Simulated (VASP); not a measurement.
Wanted: the native input for a VASP 6.6.1 run.

- Task: single point
- Functional: PBE
- Potentials or basis: VASP PAW PBE potentials, release 64 (Fe)
- Cutoff: 520 eV
- k mesh: 10 × 10 × 10
- Occupations: gaussian, width 0.15 eV
- Spin: collinear spin, ferromagnetic start
- Starting moments: [2.44] μB
- Dipole correction: no
- Further INCAR settings: ALGO = Normal; EDIFF = 1e-06; NBANDS = 14

The structure of Fe lies in POSCAR:

```
Fe
1.0
   -1.5195513979      1.4157750842      1.3496583878
    1.5195513979     -1.4157750842      1.3496583878
    1.5195513979      1.4157750842     -1.3496583878
Fe
1
Direct
    0.0000000000      0.0000000000      0.0000000000
```

This cell differs from its parent crystal: normal strain along x +0.0733, normal strain along z -0.0467.

One way to write it, as run:

INCAR

```
PREC = Accurate ; ENCUT = 520
EDIFF = 1E-6 ; ISMEAR = 0
SIGMA = 0.15 ; LREAL = F
LASPH = T ; NELM = 150
ALGO = Normal ; ISIF = 2
LWAVE = F ; LCHARG = F
ISPIN = 2 ; MAGMOM = 2.44
LORBIT = 11 ; LMAXMIX = 4
GGA = PE ; NBANDS = 14
```

KPOINTS

```
regular mesh
0
Gamma
  10 10 10
```

Potentials or basis: VASP PAW PBE potentials, release 64 (Fe).

Run with:

```console
$ cat potpaw_PBE.64/Fe/POTCAR > POTCAR
$ mpirun -np 1 vasp_std > vasp.out
```

Results of the run:

The pressure is -3.5 GPa. The net moment is 2.24 μB per cell, the site moments are Fe +2.24 μB and the valence electrons inside the program's atomic spheres are Fe 7.23.

Caveat: the cell differs from its parent crystal (normal strain along x +0.0733, normal strain along z -0.0467).

It took 54 s on 1 thread of AMD EPYC 7R43 64-Core Processor (Zen 3) (shared host), peak memory 0.11 GiB.
